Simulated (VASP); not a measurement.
**Ta: single point with PBEsol**

Ta:

```xyz
1
Lattice="-1.5718 1.5718 1.5718 1.5718 -1.5718 1.5718 1.5718 1.5718 -1.5718" Properties=species:S:1:pos:R:3 pbc="T T T"
Ta    0.0000    0.0000    0.0000
```

This cell differs from its parent crystal: volume scaled by 0.88.

```json
{"Program": "VASP 6.6.1", "Task": "single point", "Functional": "PBEsol", "Potentials or basis": "VASP PAW PBE potentials, release 64 (Ta_pv)", "Cutoff": "520 eV", "k mesh": "18 × 18 × 18", "Occupations": "gaussian, width 0.1 eV", "Spin": "no spin polarisation"}
```

```json
{
 "Pressure": "34.7 GPa"
}
```

Levels at points of the mesh, in eV from the Fermi level:
| k point | band 3 | band 4 | band 5 | band 6 | band 7 | band 8 |
| --- | --- | --- | --- | --- | --- | --- |
| (0.00, 0.00, 0.00) | -32.40 | -8.44 | 0.71 | 0.71 | 0.71 | 4.54 |
| (0.50, 0.00, 0.00) | -32.42 | -5.08 | -2.03 | 2.47 | 4.54 | 5.75 |
| (0.50, 0.50, 0.50) | -33.69 | -4.77 | -4.77 | 8.16 | 8.16 | 8.16 |

It took 22 s on 1 thread of AMD EPYC 7R43 64-Core Processor (Zen 3) (shared host), peak memory 0.12 GiB.

Caveat: the PAW data sets were made with another functional, which shifts forces and pressure a little; spin-orbit coupling is left out, which moves the levels of the heavy elements.
